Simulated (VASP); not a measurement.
Fe: single point with r2SCAN

The system is Fe.

```xyz
1
Lattice="-1.4390 1.4390 1.4390 1.4390 -1.4390 1.4390 1.4390 1.4390 -1.4390" Properties=species:S:1:pos:R:3 pbc="T T T"
Fe    0.0000    0.0000    0.0000
```

```yaml
Program: VASP 6.6.1
Task: single point
Functional: r2SCAN
Potentials_or_basis: VASP PAW PBE potentials, release 64 (Fe)
Cutoff: 520 eV
k_mesh: 13 × 13 × 13
Occupations: gaussian, width 0.1 eV
Spin: collinear spin, ferromagnetic start
Starting_moments: "[4.79] μB"
Fixed_moment: 4.79 μB
```

```
Pressure                                              : 101.9 GPa
Net moment                                            : 4.79 μB per cell
Site moments                                          : Fe +4.54 μB
Valence electrons inside the program's atomic spheres : Fe 7.13
```

Wall time 3.7 min on 1 thread of AMD EPYC 7R13 (shared host), peak memory 0.12 GiB.

Caveat: the PAW data sets were made with another functional, which shifts forces and pressure a little; the total moment is fixed, so each spin has its own Fermi level.
